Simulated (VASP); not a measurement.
## Tl: single point with PBE

Tl:

```
Tl
1.0
     6.33379    0.00000    0.00000
     0.00000    6.33379    0.00000
     0.00000    0.00000    6.33379
Tl
8
Direct
  0.00000 0.00000 0.00000
  0.50000 0.50000 0.50000
  0.25000 0.00000 0.50000
  0.75000 0.00000 0.50000
  0.50000 0.25000 0.00000
  0.50000 0.75000 0.00000
  0.00000 0.50000 0.25000
  0.00000 0.50000 0.75000
```

| Property | Result |
| --- | --- |
| Program | VASP 6.6.1 |
| Task | single point |
| Functional | PBE |
| Potentials or basis | VASP PAW PBE potentials, release 64 (Tl_d) |
| Cutoff | 520 eV |
| k mesh | 4 × 4 × 4 |
| Occupations | fermi-dirac, width 0.1 eV |
| Spin | no spin polarisation |

The pressure is -0.1 GPa. The band gap on the k mesh is zero (bands 52 and 53 overlap by 2.28 eV).

Levels at points of the mesh, in eV from the Fermi level:
```tsv
k point	band 48	band 49	band 50	band 51	band 52	band 53	band 54	band 55	band 56	band 57
(0.00, 0.00, 0.00)	-3.68	-1.15	-1.15	-1.15	-0.76	-0.76	0.68	0.68	0.68	1.70
(0.50, 0.00, 0.00)	-4.16	-1.97	-1.97	-0.58	-0.58	0.18	0.18	1.47	1.47	2.27
(0.50, 0.50, 0.00)	-3.90	-1.86	-1.09	-1.09	-0.35	1.22	1.57	1.95	1.95	2.40
(0.50, 0.50, 0.50)	-6.28	1.52	1.52	1.52	1.52	1.52	1.52	1.85	1.85	3.87
```

It took 3.2 min on 1 thread of Intel Xeon 8259CL (shared host), peak memory 0.38 GiB.

Caveat: spin-orbit coupling is left out, which moves the levels of the heavy elements.
